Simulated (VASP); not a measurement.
The system is B2O.

```
CELL_PARAMETERS angstrom
2.54921 0.00000 0.00000
-1.27461 2.20768 0.00000
0.00000 0.00000 10.58039
ATOMIC_POSITIONS crystal
B 0.00000 0.00000 0.41651
B 0.00000 0.00000 0.58349
B 0.66667 0.33333 0.02972
B 0.33333 0.66667 0.97028
O 0.66667 0.33333 0.36347
O 0.33333 0.66667 0.63653
```

- Program: VASP 6.6.1
- Task: relaxation of shape and atoms at fixed volume
- Functional: PBEsol
- Potentials or basis: VASP PAW PBE potentials, release 64 (B, O)
- Cutoff: 600 eV
- k mesh: 18 × 18 × 4
- Occupations: gaussian, width 0.1 eV
- Spin: no spin polarisation

At the start: pressure -4.5 GPa; volume 9.92 Å³/atom.

Problem. How do energy, volume and symmetry change on relaxing?

Solution. Over 13 steps the energy falls by 3.2 meV/atom; space group P-3m1 (No. 164, to 0.1 Å) before and after.

The path:
```tsv
step	energy change (eV)	largest force (eV/Å)	pressure (GPa)	volume (Å³)
1	0.0000	0.3515	-4.45	59.54
2	-0.0129	0.2521	-2.34	59.54
3	-0.0134	0.3048	-1.84	59.54
4	-0.0144	0.2677	-0.80	59.54
5	-0.0161	0.1083	-1.26	59.54
6	-0.0175	0.0561	-1.04	59.54
7	-0.0180	0.0387	-0.79	59.54
8	-0.0189	0.0262	-0.62	59.54
9	-0.0190	0.0341	-0.31	59.54
10	-0.0192	0.0239	-0.43	59.54
11	-0.0192	0.0226	-0.44	59.54
12	-0.0191	0.0632	-0.49	59.54
13	-0.0192	0.0031	-0.45	59.54
```

Final structure:
```
B O
1.0
     2.53190    0.00000    0.00000
    -1.26595    2.19269    0.00000
     0.00000    0.00000   10.72552
B O
4 2
Direct
  0.00000 0.00000 0.41841
  0.00000 0.00000 0.58159
  0.66667 0.33333 0.02850
  0.33333 0.66667 0.97150
  0.66667 0.33333 0.36673
  0.33333 0.66667 0.63327
```

Caveat: the PAW data sets were made with another functional, which shifts forces and pressure a little; this functional lacks dispersion, which binds the layers, so the pressure and a relaxed spacing across them are unreliable.
